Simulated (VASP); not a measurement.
Write the native input for VASP 6.6.1 that does the following.

```yaml
Task: single point
Functional: r2SCAN
Potentials_or_basis: VASP PAW PBE potentials, release 64 (Zn)
Cutoff: 550 eV
k_mesh: 20 × 20 × 20
Occupations: fermi-dirac, width 0.1 eV
Spin: no spin polarisation
Dipole_correction: no
Further_INCAR_settings: ALGO = Normal; EDIFF = 1e-06; NBANDS = 12
```

Crystal: Zn.

```
Zn
1.0
     2.58116    0.00000    0.00000
     0.00000    2.58116    0.00000
     0.00000    0.00000    2.58116
Zn
1
Cartesian
  0.0000 0.0000 0.0000
```

This isn't the form of Zn at room conditions, which is hcp.

One way to write it, as run:

POSCAR

```
Zn
1.0
    2.5811580167      0.0000000000      0.0000000000
    0.0000000000      2.5811580167      0.0000000000
    0.0000000000      0.0000000000      2.5811580167
Zn
1
Direct
    0.0000000000      0.0000000000      0.0000000000
```

INCAR.step1

```
SYSTEM = Zn
PREC = Accurate
ENCUT = 550
ISMEAR = -1
SIGMA = 0.1
LREAL = .False.
LASPH = .True.
NELM = 120
NBANDS = 12
GGA = PE
ALGO = Normal
EDIFF = 1E-5
LWAVE = .True.
LCHARG = .False.
GGA_COMPAT = .False.
```

INCAR.step2

```
SYSTEM = Zn
PREC = Accurate
ENCUT = 550
EDIFF = 1E-6
ISMEAR = -1
SIGMA = 0.1
LREAL = .False.
LASPH = .True.
NELM = 120
ALGO = Normal
ISIF = 2
LWAVE = .False.
LCHARG = .False.
METAGGA = R2SCAN
LMIXTAU = .True.
NBANDS = 12
ISTART = 1
GGA_COMPAT = .False.
```

KPOINTS

```
regular mesh
0
Gamma
  20 20 20
  0 0 0
```

Potentials or basis: VASP PAW PBE potentials, release 64 (Zn).

Run with:

```sh
$ cat potpaw_PBE.64/Zn/POTCAR > POTCAR
$ cp INCAR.step1 INCAR
$ mpirun -np 1 vasp_std > vasp.out
$ cp INCAR.step2 INCAR
$ mpirun -np 1 vasp_std > vasp.out
```

Results of the run:

| Item | Value |
| --- | --- |
| Pressure | 0.3 GPa |
| Band gap on the k mesh | zero (bands 6 and 7 overlap by 8.92 eV) |

Caveat: the PAW data sets were made with another functional, which shifts forces and pressure a little.

Run time: 61 s on 1 thread of Intel(R) Xeon(R) 6975P-C (Granite Rapids), with other jobs on the host, peak memory 0.17 GiB.
